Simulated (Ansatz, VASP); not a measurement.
**In in VASP and in Ansatz**

File INCAR:

```
SYSTEM = In
PREC = Accurate
ENCUT = 520
EDIFF = 1E-6
ISMEAR = -1
SIGMA = 0.05
LREAL = .False.
LASPH = .True.
NELM = 60
ALGO = Normal
ISIF = 2
LWAVE = .False.
LCHARG = .False.
GGA = CA
NBANDS = 20
```

KPOINTS

```
Automatic mesh
0
Gamma
  9 9 5
  0 0 0
```

POSCAR

```
In
1.0
    3.2673945583      0.0000000000      0.0000000000
   -1.6336972791      2.8296466917      0.0000000000
    0.0000000000      0.0000000000      5.3966798754
In
2
Direct
    0.6666666667      0.3333333333      0.7500000000
    0.3333333333      0.6666666667      0.2500000000
```

The input input.yaml:

```yaml
crystal:
  lattice:
    - [3.2673945583, 0.0, 0.0]
    - [-1.6336972791, 2.8296466917, 0.0]
    - [0.0, 0.0, 5.3966798754]
  atoms:
    - { symbol: In, position: [0.6666666667, 0.3333333333, 0.75] }
    - { symbol: In, position: [0.3333333333, 0.6666666667, 0.25] }
kpoints:
  mp_grid: { grid: [9, 9, 5] }
scf:
  occupations: { method: fermi_dirac, width: 0.05 }
hamiltonian:
  xc: lda
  pseudopotentials: { kind: all_electron, lapw: { basis_error: 0.001 } }
output:
  forces: true
  stress: true
  eigenvalues: true
```

Change from the starting cell: volume scaled by 0.94.

Alike in both runs: task single point; functional LDA; k mesh 9 × 9 × 5; occupations fermi-dirac, width 0.05 eV; no spin polarisation.

|  | VASP | Ansatz |
| --- | --- | --- |
| version | VASP 6.6.1 | Ansatz 0.2.0 |
| potentials or method | VASP PAW LDA potentials, release 64 (In_d), cutoff 520 eV | all-electron LAPW, scalar-relativistic |

VASP gave:

- gap on the k mesh at the Fermi level (eV): none
- pressure (GPa): -0.5
- traceless stress, the component that is largest in VASP (GPa): -0.46

**Question.** Estimate Ansatz's values.

**Answer.** gap on the k mesh at the Fermi level (eV): none; pressure (GPa): -0.5; traceless stress, the component that is largest in VASP (GPa): -0.41.

LDA's correlation is that of Perdew and Zunger in VASP and of Perdew and Wang (1992) in Ansatz. A gap of «none» marks a metal or a gap that the smearing closes. Ansatz ran all-electron here, and VASP with PAW potentials.
